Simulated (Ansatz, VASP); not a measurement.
# SnO2 in VASP and in Ansatz

Contents of INCAR:

```
ALGO = Normal ; EDIFF = 1E-6
ENCUT = 520 ; ISIF = 2
ISMEAR = 0 ; LASPH = T
LCHARG = F ; LREAL = F
LWAVE = F ; NBANDS = 35
NELM = 80 ; PREC = Accurate
SIGMA = 0.05
```

Contents of KPOINTS:

```
k-points
0
Gamma
  10 10 10
```

File POSCAR:

```
SnO2
1.0
   -2.0133234447      2.0133234447      4.9535085930
    2.0133234447     -2.0133234447      4.9535085930
    2.0133234447      2.0133234447     -4.9535085930
Sn O
2 4
Direct
    0.7500000000      0.2500000000      0.5000000000
    0.0000000000      0.0000000000      0.0000000000
    0.7969975836      0.7969975836      0.0000000000
    0.9530024164      0.4530024164      0.5000000000
    0.2030024164      0.2030024164      0.0000000000
    0.5469975836      0.0469975836      0.5000000000
```

Input for Ansatz:

```yaml
crystal:
  lattice:
    - [-2.0133234447, 2.0133234447, 4.953508593]
    - [2.0133234447, -2.0133234447, 4.953508593]
    - [2.0133234447, 2.0133234447, -4.953508593]
  atoms:
    - { symbol: Sn, position: [0.75, 0.25, 0.5] }
    - { symbol: Sn, position: [0.0, 0.0, 0.0] }
    - { symbol: O, position: [0.7969975836, 0.7969975836, 0.0] }
    - { symbol: O, position: [0.9530024164, 0.4530024164, 0.5] }
    - { symbol: O, position: [0.2030024164, 0.2030024164, 0.0] }
    - { symbol: O, position: [0.5469975836, 0.0469975836, 0.5] }
basis:
  ecutwfc: 420
kpoints:
  mp_grid: { grid: [10, 10, 10] }
hamiltonian:
  xc: lda
scf:
  occupations: { method: gaussian, width: 0.05 }
output:
  forces: true
  stress: true
  eigenvalues: true
```

Alike in both runs: task single point; functional LDA; k mesh 10 × 10 × 10; occupations gaussian, width 0.05 eV; no spin polarisation.

|  | VASP | Ansatz |
| --- | --- | --- |
| version | VASP 6.6.1 | Ansatz 0.2.0 |
| potentials or method | VASP PAW LDA potentials, release 64 (Sn_d, O), cutoff 520 eV | scalar-relativistic, plane waves, PAW |
| valence electrons in the cell | 52 | 52 |

```tsv
	VASP	Ansatz	Ansatz less VASP
gap on the k mesh at the Fermi level (eV)	1.92	1.89	-0.027
least direct gap on the mesh (eV)	2.34	2.32	-0.028
pressure (GPa)	2.5	1.5	-0.96
traceless stress, the component that is largest in VASP (GPa)	7.09	6.63	-0.461
rms of the force components (eV/Å)	0.289	0.261	-0.0273
```

LDA's correlation is that of Perdew and Zunger in VASP and of Perdew and Wang (1992) in Ansatz. Atom by atom the forces differ by 0.027 eV/Å (rms over components).
